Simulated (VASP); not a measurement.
Input of a VASP 6.6.1 run:

INCAR

```
SYSTEM = Al
PREC = Accurate ; ENCUT = 520
EDIFF = 1E-6 ; ISMEAR = 0
SIGMA = 0.15 ; LREAL = .FALSE.
LASPH = .TRUE. ; NELM = 80
ALGO = Fast ; ISIF = 2
LWAVE = .FALSE. ; LCHARG = .TRUE.
GGA = PS ; IVDW = 12
LELF = .TRUE. ; LVHAR = .TRUE.
NBANDS = 8
```

The input KPOINTS:

```
regular mesh
0
G
  20 20 20
  0 0 0
```

POSCAR

```
Al
1.0
    0.0000000000      2.0543397000      2.0543397000
    2.0543397000      0.0000000000      2.0543397000
    2.0543397000      2.0543397000      0.0000000000
Al
1
Direct
    0.0000000000      0.0000000000      0.0000000000
```

Potentials or basis: VASP PAW PBE potentials, release 64 (Al).

Run with:

```sh
$ cat potpaw_PBE.64/Al/POTCAR > POTCAR
$ mpirun -np 1 vasp_std > vasp.out
```

Problem. Predict the pressure.

Solution. -7.6 GPa.

Problem. What does it give for the dispersion energy per atom?

Solution. -0.302 eV.

Problem. What does it give for the band gap on the k mesh?

Solution. Zero (an odd number of electrons rules out a gap without spin polarisation).

Caveat: the cell differs from its parent crystal (strain +0.015 along x and y, +0.015 along z); the cell stands under tension; the PAW data sets were made with another functional, which shifts forces and pressure a little.
